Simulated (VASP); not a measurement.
Au:

```
CELL_PARAMETERS angstrom
2.75801 0.00000 0.00000
-0.01269 2.76261 0.00000
-1.11466 -1.16121 4.82350
ATOMIC_POSITIONS crystal
Au 0.67286 0.66596 0.27405
Au 0.32714 0.33404 0.72594
```

Base run:

| Item | Value |
| --- | --- |
| Program | VASP 6.6.1 |
| Functional | PBEsol |
| Potentials or basis | VASP PAW PBE potentials, release 64 (Au) |
| Cutoff | 520 eV |
| k mesh | 10 × 10 × 6 |
| Occupations | fermi-dirac, width 0.05 eV |
| Spin | no spin polarisation |

Its results: band gap on the k mesh zero (band 11 reaches 11.24 eV, above the bottom of band 12 at 6.29 eV); pressure -0.4 GPa; largest force 0.074 eV/Å.

**Question.** The run is repeated on the same cell with these changes: functional from PBEsol to LDA; potentials or basis from VASP PAW PBE potentials, release 64 (Au) to VASP PAW LDA potentials, release 64 (Au). What comes out?

**Answer.** Band gap on the k mesh zero (band 11 reaches 11.22 eV, above the bottom of band 12 at 6.26 eV); pressure -4.2 GPa; largest force 0.091 eV/Å.

Caveats: spin-orbit coupling is left out, which moves the levels of the heavy elements; the PAW data sets were made with another functional, which shifts forces and pressure a little (some runs).
